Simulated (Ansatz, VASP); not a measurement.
**TiH2 in VASP and in Ansatz**

```
CELL_PARAMETERS angstrom
3.17622 0.00000 0.00000
0.00000 3.17622 0.00000
0.00000 0.00000 4.13952
ATOMIC_POSITIONS crystal
Ti 0.00000 0.00000 0.00000
Ti 0.50000 0.50000 0.50000
H 0.50000 0.00000 0.25000
H 0.00000 0.50000 0.25000
H 0.00000 0.50000 0.75000
H 0.50000 0.00000 0.75000
```

Alike in both runs: task single point; functional PBEsol; k mesh 12 × 12 × 8; occupations gaussian, width 0.1 eV; no spin polarisation.

|  | VASP | Ansatz |
| --- | --- | --- |
| version | VASP 6.6.1 | Ansatz 0.2.0 |
| potentials or method | VASP PAW PBE potentials, release 64 (Ti_sv, H), cutoff 520 eV | scalar-relativistic, plane waves, PAW |
| valence electrons in the cell | 28 | 28 |

|  | VASP | Ansatz | Ansatz less VASP |
| --- | --- | --- | --- |
| gap on the k mesh at the Fermi level (eV) | none | none | - |
| pressure (GPa) | 0.0 | 0.0 | +0.01 |
| traceless stress, the component that is largest in VASP (GPa) | -0.18 | -0.16 | +0.014 |

VASP's potentials were made for PBE, not for PBEsol. A gap of «none» marks a metal or a gap that the smearing closes.
